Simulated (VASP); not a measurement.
# N2 in VASP: notebook

Runs on N2. Level: PBEsol. Tasks: single point, relaxation of the atoms.

Everything below comes from runs of VASP 6.6.1. Logs are shortened: lines on timing, memory, paths and dates and some standing lists are left out, and cuts for length are marked.

### Step 1. The cell of the first run

The cell holds a molecule in a box, 2 atoms: a = 9.000 Å, b = 9.500 Å, c = 10.000 Å, α = 90.00°, β = 90.00°, γ = 90.00°.

### Step 2. Single point, PBEsol

INCAR reads:

```
SYSTEM = N
PREC = Accurate
ENCUT = 520
EDIFF = 1E-6
ISMEAR = -1
SIGMA = 0.02
LREAL = .FALSE.
LASPH = .TRUE.
NELM = 100
ALGO = Normal
ISIF = 2
LWAVE = .FALSE.
LCHARG = .TRUE.
GGA = PS
LELF = .TRUE.
LVHAR = .TRUE.
NBANDS = 12
```

KPOINTS reads:

```
regular mesh
0
G
  1 1 1
  0 0 0
```

POSCAR reads:

```
N
1.0
    9.0000000000      0.0000000000      0.0000000000
    0.0000000000      9.5000000000      0.0000000000
    0.0000000000      0.0000000000     10.0000000000
N
2
Direct
    0.5000000000      0.5000000000      0.4450010059
    0.5000000000      0.5000000000      0.5549989941
```

Potentials or basis: VASP PAW PBE potentials, release 64 (N).

On the command line:

```bash
$ cat potpaw_PBE.64/N/POTCAR > POTCAR
$ mpirun -np 1 vasp_gam > vasp.out
```

OUTCAR:

```text
SYSTEM = N
   PREC = Accurate
   ENCUT = 520
   EDIFF = 1E-6
   ISMEAR = -1
   LREAL = .FALSE.
   LASPH = .TRUE.
   NELM = 100
   ISIF = 2
   GGA = PS

 ion  position               nearest neighbor table
   1  0.500  0.500  0.445-   2 1.10
   2  0.500  0.500  0.555-   1 1.10

  LATTYP: Found a simple orthorhombic cell.
 ALAT       =     9.0000000000
 B/A-ratio  =     1.0555555556
 C/A-ratio  =     1.1111111111

  Lattice vectors:

 A1 = (   9.0000000000,   0.0000000000,   0.0000000000)
 A2 = (   0.0000000000,   9.5000000000,   0.0000000000)
 A3 = (   0.0000000000,   0.0000000000,  10.0000000000)

Analysis of symmetry for initial positions (statically):
=====================================================================
 Subroutine PRICEL returns:
 Original cell was already a primitive cell.

 Routine SETGRP: Setting up the symmetry group for a
 simple orthorhombic supercell.

 Subroutine GETGRP returns: Found  8 space group operations
 (whereof  8 operations were pure point group operations)
 out of a pool of  8 trial point group operations.

The static configuration has the point symmetry D_2h.

Analysis of symmetry for dynamics (positions and initial velocities):
=====================================================================
 Subroutine PRICEL returns:
 Original cell was already a primitive cell.

 Routine SETGRP: Setting up the symmetry group for a
 simple orthorhombic supercell.

 Subroutine GETGRP returns: Found  8 space group operations
 (whereof  8 operations were pure point group operations)
 out of a pool of  8 trial point group operations.

The dynamic configuration has the point symmetry D_2h.

 Subroutine INISYM returns: Found  8 space group operations
 (whereof  8 operations are pure point group operations),
 and found     1 'primitive' translations

----------------------------------------------------------------------------------------

                                     Primitive cell

  volume of cell :     855.0000

  direct lattice vectors                    reciprocal lattice vectors
     9.000000000  0.000000000  0.000000000     0.111111111  0.000000000  0.000000000
     0.000000000  9.500000000  0.000000000     0.000000000  0.105263158  0.000000000
     0.000000000  0.000000000 10.000000000     0.000000000  0.000000000  0.100000000

  length of vectors
     9.000000000  9.500000000 10.000000000     0.111111111  0.105263158  0.100000000

  position of ions in fractional coordinates (direct lattice)
     0.500000000  0.500000000  0.445001006
     0.500000000  0.500000000  0.554998994

  ion indices of the primitive-cell ions
   primitive index   ion index
                 1           1
                 2           2

----------------------------------------------------------------------------------------

 KPOINTS: regular mesh

Automatic generation of k-mesh.
 Grid dimensions read from file:
 generate k-points for:    1    1    1

 Generating k-lattice:

  Cartesian coordinates                     Fractional coordinates (reciprocal lattice)
     0.111111111  0.000000000  0.000000000     1.000000000  0.000000000  0.000000000
     0.000000000  0.105263158  0.000000000     0.000000000  1.000000000  0.000000000
     0.000000000  0.000000000  0.100000000     0.000000000  0.000000000  1.000000000

  Length of vectors
     0.111111111  0.105263158  0.100000000

  Shift w.r.t. Gamma in fractional coordinates (k-lattice)
     0.000000000  0.000000000  0.000000000

 Subroutine IBZKPT returns following result:
 ===========================================

 Found      1 irreducible k-points:

 Following reciprocal coordinates:
            Coordinates               Weight
  0.000000  0.000000  0.000000      1.000000
   k-points           NKPTS =      1   k-points in BZ     NKDIM =      1   number of bands    NBANDS=     12
   number of dos      NEDOS =    301   number of ions     NIONS =      2
   total plane-waves  NPLWV = 403200
   dimension x,y,z NGX =    70 NGY =   72 NGZ =   80
   dimension x,y,z NGXF=   140 NGYF=  144 NGZF=  160
   ions per type =               2
   NGX,Y,Z   is equivalent  to a cutoff of  12.93, 12.60, 13.30 a.u.
   NGXF,Y,Z  is equivalent  to a cutoff of  25.86, 25.20, 26.60 a.u.
 SYSTEM =  N
   PREC   = accura    normal or accurate (medium, high low for compatibility)
   ISTART =      0    job   : 0-new  1-cont  2-samecut
   ICHARG =      2    charge: 1-file 2-atom 10-const
   ISPIN  =      1    spin polarized calculation?
   LNONCOLLINEAR =      F non collinear calculations
   LSORBIT =      F    spin-orbit coupling
   LASPH  =      T    aspherical Exc in radial PAW
   ENCUT  =  520.0 eV  38.22 Ry    6.18 a.u.  16.73 17.66 18.59*2*pi/ulx,y,z
   NELM   =    100;   NELMIN=  2; NELMDL= -5     # of ELM steps
   EDIFF  = 0.1E-05   stopping-criterion for ELM
   LREAL  =      F    real-space projection
   EDIFFG = 0.1E-04   stopping-criterion for IOM
   NSW    =      0    number of steps for IOM
   IBRION =     -1    ionic relax: 0-MD 1-quasi-New 2-CG
   NFREE  =      0    steps in history (QN), initial steepest desc. (CG)
   ISIF   =      2    stress and relaxation
   ISYM   =      2    0-nonsym 1-usesym 2-fastsym
   POTIM  = 0.5000    time-step for ionic-motion
   TEBEG  =    0.0;   TEEND  =   0.0 temperature during run
   PSTRESS=    0.0 pullay stress
   NELECT =      10.0000    total number of electrons
   NUPDOWN=      -1.0000    fix difference up-down
   EMIN   =  10.00;   EMAX   =-10.00  energy-range for DOS
   EFERMI =   0.00;   METHOD = LEGACY
   ISMEAR =    -1;   SIGMA  =   0.02  broadening in eV -4-tet -1-fermi 0-gaus
   EFERMI_NEDOS =   21; number of points for ismear=-14 and -15
   IALGO  =     38    algorithm
   IMIX   =      4    mixing-type and parameters
     AMIX     =   0.40;   BMIX     =  1.00
     AMIX_MAG =   1.60;   BMIX_MAG =  1.00
  volume/ion in A,a.u.               =     427.50      2884.91
  Fermi-wavevector in a.u.,A,eV,Ry     =   0.371609  0.702239  1.878872  0.138093
  Thomas-Fermi vector in A             =   1.299861
   LORBIT       =      0    0 simple, 1 ext, 2 COOP (PROOUT), +10 PAW based schemes
   GGA     = PS    functional components
   LHFCALC =     F    Hartree Fock is set to
   AEXX    =    0.0000 exact exchange contribution
   IVDW    =     0    specifies the selected vdW correction
   LEPSILON=     F    determine dielectric tensor
   LRPA    =     F    only Hartree local field effects (RPA)
 non-spin polarized calculation
  energy-cutoff  :      520.00
  volume of cell :      855.00
 maximum number of plane-waves:     11510
 NGX is ok and might be reduce to    70
   NGX = 33   NGY = 35   NGZ = 37

 number of electron      10.0000000 magnetization

 Free energy of the ion-electron system (eV)
  ---------------------------------------------------
  ext. energy  EPLUGINS =         0.00000000
  ---------------------------------------------------
  free energy    TOTEN  =       -17.05061605 eV

  energy without entropy =      -17.05061605  energy(sigma->0) =      -17.05061605

 E-fermi :  -9.4900     XC(G=0):  -0.6711

 val. band max:       -9.9885257256   @ k =   0.0000   0.0000   0.0000
 cond. band min:      -1.8004665210   @ k =   0.0000   0.0000   0.0000
 fundamental gap:      8.1880592046
 Fermi energy:        -9.4900141517

 k-point     1 :       0.0000    0.0000    0.0000
  band No.  band energies     occupation
      1     -28.1729      2.00000
      2     -13.1921      2.00000
      3     -11.4963      2.00000
      4     -11.4963      2.00000
      5      -9.9885      2.00000
      6      -1.8005      0.00000
      7      -1.8000      0.00000
      8      -0.1611      0.00000
      9       1.2330      0.00000
     10       1.3076      0.00000
     11       1.3142      0.00000
     12       1.5557      0.00000

------------------------ aborting loop because EDIFF is reached ----------------------------------------

  FORCE on cell =-STRESS in cart. coord.  units (eV):
  Direction    XX          YY          ZZ          XY          YZ          ZX
  --------------------------------------------------------------------------------------
  -------------------------------------------------------------------------------------
  Total       -0.0587705     -0.0570194      1.9621645      0.0000000      0.0000000      0.0000000
  in kB       -0.1101295     -0.1068482      3.6768836      0.0000000      0.0000000      0.0000000
  external PRESSURE =       1.1533020 kB  Pullay stress =       0.0000000 kB

 VOLUME and BASIS-vectors are now :
 -----------------------------------------------------------------------------
  energy-cutoff  :      520.00
  volume of cell :      855.00
      direct lattice vectors                 reciprocal lattice vectors
     9.000000000  0.000000000  0.000000000     0.111111111  0.000000000  0.000000000
     0.000000000  9.500000000  0.000000000     0.000000000  0.105263158  0.000000000
     0.000000000  0.000000000 10.000000000     0.000000000  0.000000000  0.100000000

 POSITION                                       TOTAL-FORCE (eV/Angst)
 -----------------------------------------------------------------------------------
      4.50000      4.75000      4.45001         0.000000      0.000000     -1.867088
      4.50000      4.75000      5.54999         0.000000      0.000000      1.867088
 -----------------------------------------------------------------------------------
    total drift:                                0.000000     -0.000000      0.000000

  FREE ENERGIE OF THE ION-ELECTRON SYSTEM (eV)
  ---------------------------------------------------
  free  energy   TOTEN  =       -17.0506160502 eV

  energy  without entropy=      -17.0506160502  energy(sigma->0) =      -17.05061605
```

Run time: 26 s. Hardware: 1 thread of AMD EPYC 9R45 (Zen 5), shared host; peak memory 0.7 GiB.

What came out:

```yaml
Free_energy: -17.0506 eV
Largest_force: 1.867 eV/Å
Gap_between_the_frontier_levels: 8.19 eV
```

Forces in eV/Å, atoms in the order of the input:
```
N    0.000  0.000 -1.867
N    0.000  0.000  1.867
```

Levels at points of the mesh, in eV from the valence-band top:
| k point | band 1 | band 2 | band 3 | band 4 | band 5 | band 6 | band 7 | band 8 | band 9 | band 10 |
| --- | --- | --- | --- | --- | --- | --- | --- | --- | --- | --- |
| (0.00, 0.00, 0.00) | -18.18 | -3.20 | -1.51 | -1.51 | 0.00 | 8.19 | 8.19 | 9.83 | 11.22 | 11.30 |

Caveat: the standard files for N, O and F lose accuracy on very short bonds; the PAW data sets were made with another functional, which shifts forces and pressure a little.

### Step 3. Relaxation of the atoms, PBEsol

INCAR reads:

```
SYSTEM = N
  ALGO = Normal
  EDIFF = 1E-6
  EDIFFG = -0.03
  ENCUT = 520
  GGA = PS
  IBRION = 2
  ISIF = 2
  ISMEAR = -1
  LASPH = .True.
  LCHARG = .False.
  LREAL = .False.
  LWAVE = .False.
  NELM = 60
  NSW = 60
  PREC = Accurate
  SIGMA = 0.02
```

KPOINTS reads:

```
k-points
0
Gamma
  1 1 1
  0 0 0
```

POSCAR reads:

```
N
1.0
    9.0000000000      0.0000000000      0.0000000000
    0.0000000000      9.5000000000      0.0000000000
    0.0000000000      0.0000000000     10.0000000000
N
2
Direct
    0.5000000000      0.5000000000      0.4445000000
    0.5000000000      0.5000000000      0.5555000000
```

Potentials or basis: VASP PAW PBE potentials, release 64 (N).

On the command line:

```bash
$ cat potpaw_PBE.64/N/POTCAR > POTCAR
$ mpirun -np 1 vasp_gam > vasp.out
```

OUTCAR:

```text
SYSTEM = N
   EDIFF = 1E-6
   EDIFFG = -0.03
   ENCUT = 520
   GGA = PS
   IBRION = 2
   ISIF = 2
   ISMEAR = -1
   LASPH = .True.
   LREAL = .False.
   NELM = 60
   NSW = 60
   PREC = Accurate

 ion  position               nearest neighbor table
   1  0.500  0.500  0.444-   2 1.11
   2  0.500  0.500  0.556-   1 1.11

  LATTYP: Found a simple orthorhombic cell.
 ALAT       =     9.0000000000
 B/A-ratio  =     1.0555555556
 C/A-ratio  =     1.1111111111

  Lattice vectors:

 A1 = (   9.0000000000,   0.0000000000,   0.0000000000)
 A2 = (   0.0000000000,   9.5000000000,   0.0000000000)
 A3 = (   0.0000000000,   0.0000000000,  10.0000000000)

Analysis of symmetry for initial positions (statically):
=====================================================================
 Subroutine PRICEL returns:
 Original cell was already a primitive cell.

 Routine SETGRP: Setting up the symmetry group for a
 simple orthorhombic supercell.

 Subroutine GETGRP returns: Found  8 space group operations
[... 128 lines left out ...]
 maximum number of plane-waves:     11510
 NGX is ok and might be reduce to    70
   NGX = 33   NGY = 35   NGZ = 37

--------------------------------------- Ionic step        1  -------------------------------------------

 number of electron      10.0000001 magnetization

 Free energy of the ion-electron system (eV)
  ---------------------------------------------------
  ext. energy  EPLUGINS =         0.00000000
  ---------------------------------------------------
  free energy    TOTEN  =       -17.06114270 eV

  energy without entropy =      -17.06114270  energy(sigma->0) =      -17.06114270

------------------------ aborting loop because EDIFF is reached ----------------------------------------

  FORCE on cell =-STRESS in cart. coord.  units (eV):
  Direction    XX          YY          ZZ          XY          YZ          ZX
  --------------------------------------------------------------------------------------
  -------------------------------------------------------------------------------------
  Total       -0.0539026     -0.0522494      0.1998080      0.0000000      0.0000000      0.0000000
  in kB       -0.1010076     -0.0979098      0.3744186      0.0000000      0.0000000      0.0000000
  external PRESSURE =       0.0585004 kB  Pullay stress =       0.0000000 kB
[... 59 lines left out ...]
--------------------------------------- Ionic step        3  -------------------------------------------

 number of electron      10.0000001 magnetization

 Free energy of the ion-electron system (eV)
  ---------------------------------------------------
  ext. energy  EPLUGINS =         0.00000000
  ---------------------------------------------------
  free energy    TOTEN  =       -17.06135310 eV

  energy without entropy =      -17.06135310  energy(sigma->0) =      -17.06135310

 E-fermi :  -9.4162     XC(G=0):  -0.6774

 val. band max:       -9.9816793775   @ k =   0.0000   0.0000   0.0000
 cond. band min:      -1.9353867690   @ k =   0.0000   0.0000   0.0000
 fundamental gap:      8.0462926085
 Fermi energy:        -9.4161632136

 k-point     1 :       0.0000    0.0000    0.0000
  band No.  band energies     occupation
      1     -27.9891      2.00000
      2     -13.2758      2.00000
      3     -11.3995      2.00000
      4     -11.3995      2.00000
      5      -9.9817      2.00000
      6      -1.9354      0.00000
      7      -1.9350      0.00000
      8      -0.1635      0.00000
      9       1.2263      0.00000
[... 27 lines left out ...]
  FREE ENERGIE OF THE ION-ELECTRON SYSTEM (eV)
  ---------------------------------------------------
  free  energy   TOTEN  =       -17.0613530990 eV

  energy  without entropy=      -17.0613530990  energy(sigma->0) =      -17.06135310

 reached required accuracy - stopping structural energy minimisation
```

OSZICAR:

```text
N       E                     dE             d eps       ncg     rms          rms(c)
DAV:   1     0.112837960465E+03    0.11284E+03   -0.22116E+03    18   0.587E+02
DAV:   2     0.241611544117E+02   -0.88677E+02   -0.88345E+02    35   0.911E+01
DAV:   3    -0.149423067486E+02   -0.39103E+02   -0.39046E+02    19   0.101E+02
[... 37 lines left out ...]
DAV:   8    -0.170613400529E+02   -0.12637E-04   -0.57097E-07    18   0.438E-03    0.597E-04
DAV:   9    -0.170613471544E+02   -0.71015E-05   -0.25515E-07    18   0.284E-03    0.366E-04
DAV:  10    -0.170613504490E+02   -0.32946E-05   -0.91126E-08    18   0.138E-03    0.106E-04
DAV:  11    -0.170613524565E+02   -0.20074E-05   -0.66234E-08    18   0.979E-04    0.132E-04
DAV:  12    -0.170613530990E+02   -0.64255E-06   -0.15326E-08    18   0.513E-04
   3 F= -.17061353E+02 E0= -.17061353E+02  d E =-.210396E-03
```

It took 46 s on 1 thread of AMD EPYC 9R45 (Zen 5), shared host; peak memory 0.75 GiB.

What came out:

```
Free energy                     : -17.0614 eV
Energy gained by relaxing       : 0.1 meV/atom
Ionic steps                     : 3
Gap between the frontier levels : 8.05 eV
```

Step by step:
| step | energy change (eV) | largest force (eV/Å) | pressure (GPa) |
| --- | --- | --- | --- |
| 1 | 0.0000 | 0.2543 | 0.01 |
| 2 | 0.0376 | 3.2048 | -0.24 |
| 3 | -0.0002 | 0.0004 | -0.01 |

Final structure:
```yaml
crystal:
  lattice:
    - [9.00000, 0.00000, 0.00000]
    - [0.00000, 9.50000, 0.00000]
    - [0.00000, 0.00000, 10.00000]
  atoms:
    - { symbol: N, position: [0.50000, 0.50000, 0.44442] }
    - { symbol: N, position: [0.50000, 0.50000, 0.55558] }
```

Caveat: the standard files for N, O and F lose accuracy on very short bonds; the PAW data sets were made with another functional, which shifts forces and pressure a little.
